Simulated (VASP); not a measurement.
Write the native input for VASP 6.6.1 that does the following.

```yaml
Task: electric field gradients
Functional: LDA
Potentials_or_basis: VASP PAW LDA potentials, release 64 (Cu, Pt)
Cutoff: 520 eV
k_mesh: 9 × 9 × 9
Occupations: fermi-dirac, width 0.05 eV
Spin: no spin polarisation
Dipole_correction: no
Further_INCAR_settings: ALGO = Normal; EDIFF = 1e-08; NBANDS = 30
```

The structure of Cu3Pt lies in POSCAR:

```
Cu3Pt
1.0
    3.7827635712      0.0000000000      0.0000000000
    0.0000000000      3.7827635712      0.0000000000
    0.0000000000      0.0000000000      3.7827635712
Cu Pt
3 1
Direct
    0.0000000000      0.5000000000      0.5000000000
    0.5000000000      0.0000000000      0.5000000000
    0.5000000000      0.5000000000      0.0000000000
    0.0000000000      0.0000000000      0.0000000000
```

This cell differs from its parent crystal: volume scaled by 1.06.

One way to write it, as run:

INCAR

```
  PREC = Accurate
  ENCUT = 520
  EDIFF = 1E-8
  ISMEAR = -1
  SIGMA = 0.05
  LREAL = False
  LASPH = True
  NELM = 100
  ALGO = Normal
  ISIF = 2
  LWAVE = False
  LCHARG = False
  GGA = CA
  LEFG = True
  NBANDS = 30
```

KPOINTS

```
regular mesh
0
Gamma
  9 9 9
```

Potentials or basis: VASP PAW LDA potentials, release 64 (Cu, Pt).

Command:

```sh
$ cat potpaw_LDA.64/Cu/POTCAR potpaw_LDA.64/Pt/POTCAR > POTCAR
$ mpirun -np 1 vasp_std > vasp.out
```

It gave:

```json
{"Pressure": "-18.9 GPa"}
```

Caveat: without QUAD_EFG the Cq values of the log hold for a quadrupole moment of 1 mb, not for the nuclei.

It took 46 s on 1 thread of Intel(R) Xeon(R) Platinum 8488C (Sapphire Rapids), on a shared host, peak memory 0.17 GiB.
